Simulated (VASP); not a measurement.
Input of a VASP 6.6.1 run:

Contents of INCAR:

```
ALGO     = Normal         # electronic algorithm
EDIFF    = 1E-6           # SCF threshold, eV
ENCUT    = 520            # plane-wave cutoff, eV
GGA      = PE             # functional
ISIF     = 2              # what is computed and relaxed
ISMEAR   = -1             # smearing method
LASPH    = True           # aspherical terms in the spheres
LCHARG   = False          # write CHGCAR
LREAL    = False          # projectors in reciprocal space
LWAVE    = False          # write WAVECAR
NBANDS   = 8              # bands
NELM     = 80             # most SCF steps
PREC     = Accurate       # precision mode
SIGMA    = 0.1            # smearing width, eV
```

KPOINTS

```
k-points
0
Gamma
  17 17 17
```

File POSCAR:

```
P
1.0
    2.1165793406      0.0000000000      0.0000000000
    0.0000000000      2.1165793406      0.0000000000
    0.0000000000      0.0000000000      2.1165793406
P
1
Direct
    0.0000000000      0.0000000000      0.0000000000
```

Potentials or basis: VASP PAW PBE potentials, release 64 (P).

Run with:

```console
$ cat potpaw_PBE.64/P/POTCAR > POTCAR
$ mpirun -np 1 vasp_std > vasp.out
```

Problem. Estimate the pressure.

Solution. 123.1 GPa.
